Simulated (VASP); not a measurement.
# TiGeSe4 (P6/mmm) in VASP: single point with PBE

Aim: the single point of TiGeSe4 with PBE.

Program: VASP 6.6.1. These are calculated values, not measurements. Logs are shortened: lines on timing, memory, paths and dates and some standing lists are left out, and cuts for length are marked.

## (1) The cell of the first run

The structure is hexagonal, space group P6/mmm (No. 191). Conventional cell: a = 4.964 Å, b = 4.964 Å, c = 5.641 Å, α = 90.00°, β = 90.00°, γ = 120.00°. Within 3.7 Å of Ti (site symmetry 6/mmm) lie 2 Ge at 2.82 Å and 12 Se at 3.15 Å. Ge (site symmetry 6/mmm) has 2 Ti at 2.82 Å and 12 Se at 3.24 Å within 3.7 Å. Se (site symmetry 3m) has 5 Se at 2.64 to 3.00 Å and 3 Ti at 3.15 Å and 3 Ge at 3.24 Å within 3.5 Å.

## (2) Single point, PBE

The input, INCAR:

```
SYSTEM = TiGeSe4
PREC = Accurate ; ENCUT = 520
EDIFF = 1E-6 ; ISMEAR = 0
SIGMA = 0.1 ; LREAL = .False.
LASPH = .True. ; NELM = 80
ALGO = Normal ; ISIF = 2
LWAVE = .False. ; LCHARG = .False.
GGA = PE ; NBANDS = 34
```

The input, KPOINTS:

```
Automatic mesh
0
Gamma
  6 6 4
  0 0 0
```

The input, POSCAR:

```
TiGeSe4
1.0
    4.9638748639      0.0000000000      0.0000000000
   -2.4819374319      4.2988417334      0.0000000000
    0.0000000000      0.0000000000      5.6412592570
Ti Ge Se
1 1 4
Direct
    0.0000000000      0.0000000000      0.5000000000
    0.0000000000      0.0000000000      0.0000000000
    0.3333333333      0.6666666667      0.7338472790
    0.3333333333      0.6666666667      0.2661527210
    0.6666666667      0.3333333333      0.7338472790
    0.6666666667      0.3333333333      0.2661527210
```

Potentials or basis: VASP PAW PBE potentials, release 64 (Ti_sv, Ge_d, Se).

Run with:

```
$ cat potpaw_PBE.64/Ti_sv/POTCAR potpaw_PBE.64/Ge_d/POTCAR potpaw_PBE.64/Se/POTCAR > POTCAR
$ mpirun -np 1 vasp_std > vasp.out
```

OUTCAR:

```text
SYSTEM = TiGeSe4
   PREC = Accurate
   ENCUT = 520
   EDIFF = 1E-6
   ISMEAR = 0
   LREAL = .False.
   LASPH = .True.
   NELM = 80
   ISIF = 2
   GGA = PE

 ion  position               nearest neighbor table
   1  0.000  0.000  0.500-   2 2.82   2 2.82
   2  0.000  0.000  0.000-   1 2.82   1 2.82
   3  0.333  0.667  0.734-   4 2.64
   4  0.333  0.667  0.266-   3 2.64
   5  0.667  0.333  0.734-   6 2.64
   6  0.667  0.333  0.266-   5 2.64

  LATTYP: Found a hexagonal cell.
 ALAT       =     4.9638748639
 C/A-ratio  =     1.1364628263

  Lattice vectors:

 A1 = (   4.9638748639,   0.0000000000,   0.0000000000)
 A2 = (  -2.4819374319,   4.2988417334,   0.0000000000)
 A3 = (   0.0000000000,   0.0000000000,   5.6412592570)

Analysis of symmetry for initial positions (statically):
=====================================================================
 Subroutine PRICEL returns:
 Original cell was already a primitive cell.

 Routine SETGRP: Setting up the symmetry group for a
 hexagonal supercell.

 Subroutine GETGRP returns: Found 24 space group operations
 (whereof 24 operations were pure point group operations)
 out of a pool of 24 trial point group operations.

The static configuration has the point symmetry D_6h.

Analysis of symmetry for dynamics (positions and initial velocities):
=====================================================================
 Subroutine PRICEL returns:
 Original cell was already a primitive cell.

 Routine SETGRP: Setting up the symmetry group for a
 hexagonal supercell.

 Subroutine GETGRP returns: Found 24 space group operations
 (whereof 24 operations were pure point group operations)
 out of a pool of 24 trial point group operations.

The dynamic configuration has the point symmetry D_6h.

 Subroutine INISYM returns: Found 24 space group operations
 (whereof 24 operations are pure point group operations),
 and found     1 'primitive' translations

----------------------------------------------------------------------------------------

                                     Primitive cell

  volume of cell :     120.3783

  direct lattice vectors                    reciprocal lattice vectors
     4.963874864  0.000000000  0.000000000     0.201455522  0.116310400  0.000000000
    -2.481937432  4.298841733  0.000000000     0.000000000  0.232620799  0.000000000
     0.000000000  0.000000000  5.641259257     0.000000000  0.000000000  0.177265386

  length of vectors
     4.963874864  4.963874864  5.641259257     0.232620799  0.232620799  0.177265386

  position of ions in fractional coordinates (direct lattice)
     0.000000000  0.000000000  0.500000000
     0.000000000  0.000000000  0.000000000
     0.333333333  0.666666667  0.733847279
     0.333333333  0.666666667  0.266152721
     0.666666667  0.333333333  0.733847279
     0.666666667  0.333333333  0.266152721

  ion indices of the primitive-cell ions
   primitive index   ion index
                 1           1
                 2           2
                 3           3
                 4           4
                 5           5
                 6           6

----------------------------------------------------------------------------------------

 KPOINTS: Automatic mesh

Automatic generation of k-mesh.
 Grid dimensions read from file:
 generate k-points for:    6    6    4

 Generating k-lattice:

  Cartesian coordinates                     Fractional coordinates (reciprocal lattice)
     0.033575920  0.019385067  0.000000000     0.166666667  0.000000000  0.000000000
     0.000000000  0.038770133  0.000000000     0.000000000  0.166666667  0.000000000
     0.000000000  0.000000000  0.044316347     0.000000000  0.000000000  0.250000000

  Length of vectors
     0.038770133  0.038770133  0.044316347

  Shift w.r.t. Gamma in fractional coordinates (k-lattice)
     0.000000000  0.000000000  0.000000000

 Subroutine IBZKPT returns following result:
 ===========================================

 Found     21 irreducible k-points:

 Following reciprocal coordinates:
            Coordinates               Weight
  0.000000  0.000000  0.000000      1.000000
  0.166667  0.000000  0.000000      6.000000
  0.333333  0.000000  0.000000      6.000000
  0.500000  0.000000  0.000000      3.000000
  0.166667  0.166667  0.000000      6.000000
  0.333333  0.166667  0.000000     12.000000
[... 13 lines left out ...]
  0.333333  0.166667  0.500000     12.000000
  0.333333  0.333333  0.500000      2.000000
   k-points           NKPTS =     21   k-points in BZ     NKDIM =     21   number of bands    NBANDS=     34
   number of dos      NEDOS =    301   number of ions     NIONS =      6
   total plane-waves  NPLWV =  67200
   dimension x,y,z NGX =    40 NGY =   40 NGZ =   42
   dimension x,y,z NGXF=    80 NGYF=   80 NGZF=   84
   ions per type =               1   1   4
   NGX,Y,Z   is equivalent  to a cutoff of  13.40, 13.40, 12.38 a.u.
   NGXF,Y,Z  is equivalent  to a cutoff of  26.79, 26.79, 24.75 a.u.
 SYSTEM =  TiGeSe4
   PREC   = accura    normal or accurate (medium, high low for compatibility)
   ISTART =      0    job   : 0-new  1-cont  2-samecut
   ICHARG =      2    charge: 1-file 2-atom 10-const
   ISPIN  =      1    spin polarized calculation?
   LNONCOLLINEAR =      F non collinear calculations
   LSORBIT =      F    spin-orbit coupling
   LASPH  =      T    aspherical Exc in radial PAW
   ENCUT  =  520.0 eV  38.22 Ry    6.18 a.u.   9.23  9.23 10.49*2*pi/ulx,y,z
   NELM   =     80;   NELMIN=  2; NELMDL= -5     # of ELM steps
   EDIFF  = 0.1E-05   stopping-criterion for ELM
   LREAL  =      F    real-space projection
   EDIFFG = 0.1E-04   stopping-criterion for IOM
   NSW    =      0    number of steps for IOM
   IBRION =     -1    ionic relax: 0-MD 1-quasi-New 2-CG
   NFREE  =      0    steps in history (QN), initial steepest desc. (CG)
   ISIF   =      2    stress and relaxation
   ISYM   =      2    0-nonsym 1-usesym 2-fastsym
   POTIM  = 0.5000    time-step for ionic-motion
   TEBEG  =    0.0;   TEEND  =   0.0 temperature during run
   PSTRESS=    0.0 pullay stress
   NELECT =      50.0000    total number of electrons
   NUPDOWN=      -1.0000    fix difference up-down
   EMIN   =  10.00;   EMAX   =-10.00  energy-range for DOS
   EFERMI =   0.00;   METHOD = LEGACY
   ISMEAR =     0;   SIGMA  =   0.10  broadening in eV -4-tet -1-fermi 0-gaus
   EFERMI_NEDOS =   21; number of points for ismear=-14 and -15
   IALGO  =     38    algorithm
   IMIX   =      4    mixing-type and parameters
     AMIX     =   0.40;   BMIX     =  1.00
     AMIX_MAG =   1.60;   BMIX_MAG =  1.00
  volume/ion in A,a.u.               =      20.06       135.39
  Fermi-wavevector in a.u.,A,eV,Ry     =   1.221468  2.308240 20.299672  1.491984
  Thomas-Fermi vector in A             =   2.356649
   LORBIT       =      0    0 simple, 1 ext, 2 COOP (PROOUT), +10 PAW based schemes
   GGA     = PE    functional components
   LHFCALC =     F    Hartree Fock is set to
   AEXX    =    0.0000 exact exchange contribution
   IVDW    =     0    specifies the selected vdW correction
   LEPSILON=     F    determine dielectric tensor
   LRPA    =     F    only Hartree local field effects (RPA)
 non-spin polarized calculation
 Gauss-broadening in eV      SIGMA  =   0.10
  energy-cutoff  :      520.00
  volume of cell :      120.38
 maximum number of plane-waves:      3261
 NGX is ok and might be reduce to    40
   NGX = 19   NGY = 19   NGZ = 21

 number of electron      49.9999994 magnetization

 Free energy of the ion-electron system (eV)
  ---------------------------------------------------
  ext. energy  EPLUGINS =         0.00000000
  ---------------------------------------------------
  free energy    TOTEN  =       -25.45896227 eV

  energy without entropy =      -25.43392253  energy(sigma->0) =      -25.44644240

 E-fermi :   6.5026     XC(G=0): -10.6749

 val. band max:        6.4781803839   @ k =   0.3333   0.1667   0.2500
 cond. band min:       6.5035537239   @ k =   0.1667   0.0000   0.0000
 fundamental gap:      0.0253733400
 Fermi energy:         6.5025954732

 k-point     1 :       0.0000    0.0000    0.0000
  band No.  band energies     occupation
      1     -51.4021      2.00000
      2     -27.7262      2.00000
      3     -27.7262      2.00000
      4     -27.4888      2.00000
      5     -18.7656      2.00000
      6     -18.7656      2.00000
[... 26 lines left out ...]
     33       8.6222      0.00000
     34       9.9110      0.00000

 k-point     2 :       0.1667    0.0000    0.0000
  band No.  band energies     occupation
      1     -51.4021      2.00000
      2     -27.7267      2.00000
      3     -27.7263      2.00000
      4     -27.4887      2.00000
      5     -18.7656      2.00000
      6     -18.7655      2.00000
[... 26 lines left out ...]
     33       8.9358      0.00000
     34       9.9980      0.00000

 k-point     3 :       0.3333    0.0000    0.0000
  band No.  band energies     occupation
      1     -51.4021      2.00000
      2     -27.7276      2.00000
      3     -27.7265      2.00000
      4     -27.4886      2.00000
      5     -18.7658      2.00000
      6     -18.7652      2.00000
[... 26 lines left out ...]
     33       8.8965      0.00000
     34       9.6418      0.00000
[... 593 lines left out ...]
 k-point    20 :       0.3333    0.1667    0.5000
  band No.  band energies     occupation
      1     -51.4021      2.00000
      2     -27.7278      2.00000
      3     -27.7269      2.00000
      4     -27.4898      2.00000
      5     -18.7657      2.00000
      6     -18.7652      2.00000
[... 26 lines left out ...]
     33       8.9303      0.00000
     34       9.5500      0.00000

 k-point    21 :       0.3333    0.3333    0.5000
  band No.  band energies     occupation
      1     -51.4021      2.00000
      2     -27.7274      2.00000
      3     -27.7274      2.00000
      4     -27.4898      2.00000
      5     -18.7654      2.00000
      6     -18.7654      2.00000
[... 26 lines left out ...]
     33       9.6182      0.00000
     34       9.6182      0.00000

------------------------ aborting loop because EDIFF is reached ----------------------------------------

  FORCE on cell =-STRESS in cart. coord.  units (eV):
  Direction    XX          YY          ZZ          XY          YZ          ZX
  --------------------------------------------------------------------------------------
  -------------------------------------------------------------------------------------
  Total       -0.0587744     -0.0587744      0.3729999     -0.0000000     -0.0000000      0.0000000
  in kB       -0.7822583     -0.7822583      4.9644477     -0.0000000     -0.0000000      0.0000000
  external PRESSURE =       1.1333103 kB  Pullay stress =       0.0000000 kB

 VOLUME and BASIS-vectors are now :
 -----------------------------------------------------------------------------
  energy-cutoff  :      520.00
  volume of cell :      120.38
      direct lattice vectors                 reciprocal lattice vectors
     4.963874864  0.000000000  0.000000000     0.201455522  0.116310400  0.000000000
    -2.481937432  4.298841733  0.000000000     0.000000000  0.232620799  0.000000000
     0.000000000  0.000000000  5.641259257     0.000000000  0.000000000  0.177265386

 POSITION                                       TOTAL-FORCE (eV/Angst)
 -----------------------------------------------------------------------------------
      0.00000      0.00000      2.82063        -0.000000      0.000000      0.000000
      0.00000      0.00000      0.00000        -0.000000      0.000000      0.000000
     -0.00000      2.86589      4.13982        -0.000000      0.000000      0.025273
     -0.00000      2.86589      1.50144         0.000000      0.000000     -0.025273
      2.48194      1.43295      4.13982         0.000000      0.000000      0.025273
      2.48194      1.43295      1.50144         0.000000     -0.000000     -0.025273
 -----------------------------------------------------------------------------------
    total drift:                                0.000000     -0.000000      0.000000

  FREE ENERGIE OF THE ION-ELECTRON SYSTEM (eV)
  ---------------------------------------------------
  free  energy   TOTEN  =       -25.4589622656 eV

  energy  without entropy=      -25.4339225291  energy(sigma->0) =      -25.44644240
```

Run time: 44 s. Hardware: 1 thread of AMD EPYC 9R45 (Zen 5), shared host; peak memory 0.25 GiB.

What came out:

| Quantity | Value |
| --- | --- |
| Free energy | -25.4590 eV |
| Pressure | 0.1 GPa |
| Largest force | 0.025 eV/Å |
| Band gap on the k mesh | zero (band 25 reaches 7.09 eV, above the bottom of band 26 at 4.85 eV) |

Forces in eV/Å, atoms in the order of the input:
```
Ti   0.000  0.000  0.000
Ge   0.000  0.000  0.000
Se   0.000  0.000  0.025
Se   0.000  0.000 -0.025
Se   0.000  0.000  0.025
Se   0.000  0.000 -0.025
```

Stress tensor (GPa, compression positive):
```
-0.08  0.00  0.00
 0.00 -0.08  0.00
 0.00  0.00  0.50
```
